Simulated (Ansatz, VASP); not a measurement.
# Sb in VASP and in Ansatz

```
Sb
1.0
     3.36900   -0.03369   -0.03369
    -1.71368    2.93448   -0.01233
    -0.05330   -0.05330    5.33000
Sb
2
Cartesian
  -0.0328 1.9318 1.3130
  1.6348 0.9157 3.9709
```

Change from the starting cell: equal xy, yz and zx shear strains of -2 %, crystal datasets.

Alike in both runs: task electric field gradients; functional LDA; k mesh 12 × 12 × 7; occupations fermi-dirac, width 0.03 eV; no spin polarisation.

```csv
,VASP,Ansatz
version,VASP 6.6.1,Ansatz 0.2.0
potentials or method,"VASP PAW LDA potentials, release 64 (Sb), cutoff 520 eV","all-electron PAW with datasets made for the crystal, scalar-relativistic"
```

|  | VASP | Ansatz | Ansatz less VASP |
| --- | --- | --- | --- |
| pressure (GPa) | -1.3 | -1.3 | -0.09 |
| traceless stress, the component that is largest in VASP (GPa) | -0.90 | -0.90 | +0.005 |
| rms of the force components (eV/Å) | 0.016 | 0.015 | -0.0009 |
| size of Vzz on the site where it differs most (V/Å²) | 25.6 | 27.7 | +2.14 |

LDA's correlation is that of Perdew and Zunger in VASP and of Perdew and Wang (1992) in Ansatz. Atom by atom the forces differ by 0.001 eV/Å (rms over components). Ansatz ran all-electron here, and VASP with PAW potentials.

Neither program's run includes spin-orbit coupling.
